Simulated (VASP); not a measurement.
Set up this calculation in VASP 6.6.1, as the native input.

- Task: single point
- Functional: r2SCAN
- Potentials or basis: VASP PAW PBE potentials, release 64 (Al, P)
- Cutoff: 550 eV
- k mesh: 8 × 8 × 8
- Occupations: gaussian, width 0.02 eV
- Spin: no spin polarisation
- Dipole correction: no
- Further INCAR settings: ALGO = Normal; EDIFF = 1e-06; NBANDS = 11

Crystal: AlP (scanat).

```
CELL_PARAMETERS angstrom
0.00000 2.73525 2.73525
2.73525 0.00000 2.73525
2.73525 2.73525 0.00000
ATOMIC_POSITIONS crystal
Al 0.00000 0.00000 0.00000
P 0.25000 0.25000 0.25000
```

These files were run (other wordings do the same):

POSCAR

```
AlP
1.0
    0.0000000000      2.7352456927      2.7352456927
    2.7352456927      0.0000000000      2.7352456927
    2.7352456927      2.7352456927      0.0000000000
Al P
1 1
Direct
    0.0000000000      0.0000000000      0.0000000000
    0.2500000000      0.2500000000      0.2500000000
```

INCAR.step1

```
ALGO = Normal ; EDIFF = 1E-5
ENCUT = 550 ; GGA = PE
GGA_COMPAT = False ; ISMEAR = 0
LASPH = True ; LCHARG = False
LREAL = False ; LWAVE = True
NBANDS = 11 ; NELM = 120
PREC = Accurate ; SIGMA = 0.02
```

INCAR.step2

```
ALGO = Normal ; EDIFF = 1E-6
ENCUT = 550 ; GGA_COMPAT = False
ISIF = 2 ; ISMEAR = 0
ISTART = 1 ; LASPH = True
LCHARG = False ; LMIXTAU = True
LREAL = False ; LWAVE = False
METAGGA = R2SCAN ; NBANDS = 11
NELM = 120 ; PREC = Accurate
SIGMA = 0.02
```

KPOINTS

```
k-points
0
Gamma
  8 8 8
```

Potentials or basis: VASP PAW PBE potentials, release 64 (Al, P).

The run is started by

```sh
$ cat potpaw_PBE.64/Al/POTCAR potpaw_PBE.64/P/POTCAR > POTCAR
$ cp INCAR.step1 INCAR
$ mpirun -np 1 vasp_std > vasp.out
$ cp INCAR.step2 INCAR
$ mpirun -np 1 vasp_std > vasp.out
```

Results of the run:

```
Pressure               : 0.1 GPa
Band gap on the k mesh : 1.92 eV, indirect (least direct gap 3.95 eV)
```

Caveat: the PAW data sets were made with another functional, which shifts forces and pressure a little.

Run time: 48 s on 1 thread of Intel(R) Xeon(R) Platinum 8488C (Sapphire Rapids), with other jobs on the host, peak memory 0.17 GiB.
